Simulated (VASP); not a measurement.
# IrRu2 (P6_3/mmc) in VASP: further runs, part 2 of 2

VASP 6.6.1. The steps go on from the part before.

### Step 5. Single point, PBE, collinear spin, ferromagnetic start

This run uses another cell than the first one, of 14.07 Å³/atom.

File INCAR:

```
SYSTEM = IrRu2
PREC = Accurate ; ENCUT = 520
EDIFF = 1E-6 ; ISMEAR = 0
SIGMA = 0.1 ; LREAL = .FALSE.
LASPH = .TRUE. ; NELM = 150
ALGO = Fast ; ISIF = 2
LWAVE = .FALSE. ; LCHARG = .FALSE.
ISPIN = 2 ; MAGMOM = 1 1 1 1 1 1
LORBIT = 11 ; LMAXMIX = 4
GGA = PE ; NBANDS = 50
```

File KPOINTS:

```
regular mesh
0
G
  6 6 2
  0 0 0
```

File POSCAR:

```
IrRu2
1.0
    2.7607266411      0.0000000000      0.0000000000
   -1.3803633205      2.3908594041      0.0000000000
    0.0000000000      0.0000000000     12.7868336055
Ru Ir
4 2
Direct
    0.3333333333      0.6666666667      0.0811344041
    0.3333333333      0.6666666667      0.4188655959
    0.6666666667      0.3333333333      0.5811344041
    0.6666666667      0.3333333333      0.9188655959
    0.3333333333      0.6666666667      0.7500000000
    0.6666666667      0.3333333333      0.2500000000
```

Potentials or basis: VASP PAW PBE potentials, release 64 (Ru_pv, Ir).

On the command line:

```
$ cat potpaw_PBE.64/Ru_pv/POTCAR potpaw_PBE.64/Ir/POTCAR > POTCAR
$ mpirun -np 1 vasp_std > vasp.out
```

OUTCAR:

```text
SYSTEM = IrRu2
   PREC = Accurate
   ENCUT = 520
   EDIFF = 1E-6
   ISMEAR = 0
   LREAL = .FALSE.
   LASPH = .TRUE.
   NELM = 150
   ISIF = 2
   ISPIN = 2
   LORBIT = 11
   GGA = PE

 ion  position               nearest neighbor table
   1  0.333  0.667  0.081-   4 2.62   4 2.62   4 2.62   6 2.68   6 2.68   6 2.68
   2  0.333  0.667  0.419-   3 2.62   3 2.62   3 2.62   6 2.68   6 2.68   6 2.68
   3  0.667  0.333  0.581-   2 2.62   2 2.62   2 2.62   5 2.68   5 2.68   5 2.68
   4  0.667  0.333  0.919-   1 2.62   1 2.62   1 2.62   5 2.68   5 2.68   5 2.68
   5  0.333  0.667  0.750-   3 2.68   4 2.68   3 2.68   4 2.68   3 2.68   4 2.68
   6  0.667  0.333  0.250-   1 2.68   2 2.68   1 2.68   2 2.68   1 2.68   2 2.68

  LATTYP: Found a hexagonal cell.
 ALAT       =     2.7607266411
 C/A-ratio  =     4.6316913146

  Lattice vectors:

 A1 = (   2.7607266411,   0.0000000000,   0.0000000000)
 A2 = (  -1.3803633205,   2.3908594041,   0.0000000000)
 A3 = (   0.0000000000,   0.0000000000,  12.7868336055)

Analysis of symmetry for initial positions (statically):
=====================================================================
 Subroutine PRICEL returns:
 Original cell was already a primitive cell.

 Routine SETGRP: Setting up the symmetry group for a
 hexagonal supercell.

 Subroutine GETGRP returns: Found 24 space group operations
 (whereof 12 operations were pure point group operations)
 out of a pool of 24 trial point group operations.

The static configuration has the point symmetry D_3d.
 The point group associated with its full space group is D_6h.

Analysis of symmetry for dynamics (positions and initial velocities):
=====================================================================
 Subroutine PRICEL returns:
 Original cell was already a primitive cell.

 Routine SETGRP: Setting up the symmetry group for a
 hexagonal supercell.

 Subroutine GETGRP returns: Found 24 space group operations
 (whereof 12 operations were pure point group operations)
 out of a pool of 24 trial point group operations.

The dynamic configuration has the point symmetry D_3d.
 The point group associated with its full space group is D_6h.

Analysis of structural, dynamic, and magnetic symmetry:
=====================================================================
 Subroutine PRICEL returns:
 Original cell was already a primitive cell.

 Routine SETGRP: Setting up the symmetry group for a
 hexagonal supercell.

 Subroutine GETGRP returns: Found 24 space group operations
 (whereof 12 operations were pure point group operations)
 out of a pool of 24 trial point group operations.

The overall configuration has the point symmetry D_3d.
 The point group associated with its full space group is D_6h.

 Subroutine INISYM returns: Found 24 space group operations
 (whereof 12 operations are pure point group operations),
 and found     1 'primitive' translations

----------------------------------------------------------------------------------------

                                     Primitive cell

  volume of cell :      84.3996

  direct lattice vectors                    reciprocal lattice vectors
     2.760726641  0.000000000  0.000000000     0.362223476  0.209129821  0.000000000
[... 89 lines left out ...]
   ISIF   =      2    stress and relaxation
   ISYM   =      2    0-nonsym 1-usesym 2-fastsym
   POTIM  = 0.5000    time-step for ionic-motion
   TEBEG  =    0.0;   TEEND  =   0.0 temperature during run
   PSTRESS=    0.0 pullay stress
   NELECT =      74.0000    total number of electrons
   NUPDOWN=      -1.0000    fix difference up-down
   EMIN   =  10.00;   EMAX   =-10.00  energy-range for DOS
   EFERMI =   0.00;   METHOD = LEGACY
   ISMEAR =     0;   SIGMA  =   0.10  broadening in eV -4-tet -1-fermi 0-gaus
   EFERMI_NEDOS =   21; number of points for ismear=-14 and -15
   IALGO  =     68    algorithm
   IMIX   =      4    mixing-type and parameters
     AMIX     =   0.40;   BMIX     =  1.00
     AMIX_MAG =   1.60;   BMIX_MAG =  1.00
  volume/ion in A,a.u.               =      14.07        94.93
  Fermi-wavevector in a.u.,A,eV,Ry     =   1.566890  2.960993 33.404277  2.455145
  Thomas-Fermi vector in A             =   2.669151
   LORBIT       =     11    0 simple, 1 ext, 2 COOP (PROOUT), +10 PAW based schemes
   GGA     = PE    functional components
   LHFCALC =     F    Hartree Fock is set to
   AEXX    =    0.0000 exact exchange contribution
   IVDW    =     0    specifies the selected vdW correction
   LEPSILON=     F    determine dielectric tensor
   LRPA    =     F    only Hartree local field effects (RPA)
 spin polarized calculation
 RMM-DIIS sequential band-by-band and
 Gauss-broadening in eV      SIGMA  =   0.10
  energy-cutoff  :      520.00
  volume of cell :       84.40
 maximum number of plane-waves:      2288
 NGX is ok and might be reduce to    24
   NGX = 11   NGY = 11   NGZ = 47

 number of electron      74.0000014 magnetization       0.0157831

 number of electron      74.0000014 magnetization      -0.0008922

 Free energy of the ion-electron system (eV)
  ---------------------------------------------------
  ext. energy  EPLUGINS =         0.00000000
  ---------------------------------------------------
  free energy    TOTEN  =       -54.62656355 eV

  energy without entropy =      -54.58503080  energy(sigma->0) =      -54.60579718

 E-fermi :  11.7719     XC(G=0): -13.9416

 val. band max:       11.7674216326   @ k =   0.1667   0.1667   0.0000
 cond. band min:      11.8199441859   @ k =   0.1667  -0.0000   0.5000
 fundamental gap:      0.0525225533
 Fermi energy:        11.7719056993

 spin component 1

 k-point     1 :       0.0000    0.0000    0.0000
  band No.  band energies     occupation
      1     -31.8926      1.00000
      2     -31.8836      1.00000
      3     -31.2818      1.00000
      4     -31.2720      1.00000
      5     -31.1910      1.00000
      6     -31.1910      1.00000
[... 717 lines left out ...]
     48      18.7644      0.00000
     49      19.3303      0.00000
 Fermi energy:        11.7719056993

 spin component 2

 k-point     1 :       0.0000    0.0000    0.0000
  band No.  band energies     occupation
      1     -31.8927      1.00000
      2     -31.8837      1.00000
      3     -31.2818      1.00000
      4     -31.2721      1.00000
      5     -31.1911      1.00000
      6     -31.1911      1.00000
[... 717 lines left out ...]
     48      18.7643      0.00000
     49      19.3303      0.00000
 [bands above 49 left out]

------------------------ aborting loop because EDIFF is reached ----------------------------------------

  FORCE on cell =-STRESS in cart. coord.  units (eV):
  Direction    XX          YY          ZZ          XY          YZ          ZX
  --------------------------------------------------------------------------------------
  -------------------------------------------------------------------------------------
  Total        0.0090564      0.0090564      0.0268753      0.0000000      0.0000000      0.0000000
  in kB        0.1719196      0.1719196      0.5101806      0.0000000      0.0000000      0.0000000
  external PRESSURE =       0.2846733 kB  Pullay stress =       0.0000000 kB

 VOLUME and BASIS-vectors are now :
 -----------------------------------------------------------------------------
  energy-cutoff  :      520.00
  volume of cell :       84.40
      direct lattice vectors                 reciprocal lattice vectors
     2.760726641  0.000000000  0.000000000     0.362223476  0.209129821  0.000000000
    -1.380363321  2.390859404  0.000000000     0.000000000  0.418259643  0.000000000
     0.000000000  0.000000000 12.786833606     0.000000000  0.000000000  0.078205444

 POSITION                                       TOTAL-FORCE (eV/Angst)
 -----------------------------------------------------------------------------------
     -0.00000      1.59391      1.03745         0.000000      0.000000     -0.014468
     -0.00000      1.59391      5.35596         0.000000     -0.000000      0.014468
      1.38036      0.79695      7.43087        -0.000000      0.000000     -0.014468
      1.38036      0.79695     11.74938        -0.000000     -0.000000      0.014468
     -0.00000      1.59391      9.59013         0.000000     -0.000000      0.000000
      1.38036      0.79695      3.19671         0.000000      0.000000      0.000000
 -----------------------------------------------------------------------------------
    total drift:                                0.000000     -0.000000      0.000000

  FREE ENERGIE OF THE ION-ELECTRON SYSTEM (eV)
  ---------------------------------------------------
  free  energy   TOTEN  =       -54.6265635474 eV

  energy  without entropy=      -54.5850308047  energy(sigma->0) =      -54.60579718

 total charge

# of ion       s       p       d       tot
------------------------------------------
    1        0.388   6.305   5.926  12.620
    2        0.388   6.305   5.926  12.620
    3        0.388   6.305   5.926  12.620
    4        0.388   6.305   5.926  12.620
    5        0.690   0.716   6.946   8.353
    6        0.690   0.716   6.946   8.353
--------------------------------------------------
tot          2.935  26.653  37.596  67.184

 magnetization (x)

# of ion       s       p       d       tot
------------------------------------------
    1       -0.000  -0.000  -0.000  -0.000
    2       -0.000  -0.000  -0.000  -0.000
    3       -0.000  -0.000  -0.000  -0.000
    4       -0.000  -0.000  -0.000  -0.000
    5        0.000   0.000  -0.000  -0.000
    6        0.000   0.000  -0.000  -0.000
--------------------------------------------------
tot         -0.000   0.000  -0.000  -0.001
```

It took 80 s on 1 thread of Intel Xeon 6975P-C (Granite Rapids), shared host; peak memory 0.31 GiB.

Results:

- Free energy: -54.6266 eV
- Pressure: 0.0 GPa
- Largest force: 0.014 eV/Å
- Band gap on the k mesh: zero (filled and empty bands overlap)
- Net moment: 0.00 μB per cell
- Valence electrons inside the program's atomic spheres: Ru 12.62; Ir 8.35

Forces on the atoms (eV/Å):
```
Ru   0.000  0.000 -0.014
Ru   0.000  0.000  0.014
Ru   0.000  0.000 -0.014
Ru   0.000  0.000  0.014
Ir   0.000  0.000  0.000
Ir   0.000  0.000  0.000
```

Levels at points of the mesh, in eV from the Fermi level:
Spin up:
```
           k point  band 34  band 35  band 36  band 37  band 38  band 39  band 40  band 41
(0.00, 0.00, 0.00)    -2.13    -2.07    -2.07    -1.82    -0.78    -0.78    -0.66    -0.66
(0.50, 0.00, 0.00)     0.83     0.94     1.02     1.09     1.10     1.18     1.29     1.35
(0.00, 0.00, 0.50)    -2.46    -1.59    -1.59    -1.59    -1.59    -0.18    -0.18     0.10
(0.50, 0.00, 0.50)    -0.14     0.71     0.71     1.12     1.12     1.16     1.16     1.34
```
Spin down:
```tsv
k point	band 34	band 35	band 36	band 37	band 38	band 39	band 40	band 41
(0.00, 0.00, 0.00)	-2.13	-2.07	-2.07	-1.82	-0.78	-0.78	-0.66	-0.66
(0.50, 0.00, 0.00)	0.83	0.94	1.02	1.09	1.10	1.18	1.29	1.35
(0.00, 0.00, 0.50)	-2.46	-1.59	-1.59	-1.59	-1.59	-0.18	-0.18	0.10
(0.50, 0.00, 0.50)	-0.14	0.71	0.71	1.12	1.12	1.16	1.16	1.34
```

Caveat: the k points lie up to 0.44 Å⁻¹ apart, too coarse for converged energies and pressures of a metal; spin-orbit coupling is left out, which moves the levels of the heavy elements.

### Step 6. Summary

| task | spin | cell | cutoff (eV) | gap on the mesh (eV) | pressure (GPa) | largest force (eV/Å) |
| --- | --- | --- | --- | --- | --- | --- |
| single point | off | a = 2.682, b = 2.682, c = 13.152 Å, angles 90.0, 90.0, 120.0°, 6 atoms, atomic positions A | 520 | none | 10.8 | 0.57 |
| single point | off | a = 2.761, b = 2.761, c = 12.787 Å, angles 90.0, 90.0, 120.0°, 6 atoms, atomic positions B | 520 | none | 0.0 | 0.01 |
| relaxation of cell and atoms | off | relaxed from a = 2.682, b = 2.682, c = 13.152 Å, angles 90.0, 90.0, 120.0°, 6 atoms, atomic positions A | 600 | none | -0.1 | 0.03 |
| single point | collinear, ferromagnetic start | a = 2.761, b = 2.761, c = 12.787 Å, angles 90.0, 90.0, 120.0°, 6 atoms, atomic positions B | 520 | none | 0.0 | 0.01 |

Alike in all rows: level PBE; potentials or basis VASP PAW PBE potentials, release 64 (Ru_pv, Ir); k mesh 6 × 6 × 2; smearing gaussian 0.1 eV.

Caveats: all runs use coarse meshes; spin-orbit coupling is left out, which moves the levels of the heavy elements.

Absolute energies hang on the potentials; compare differences alone.
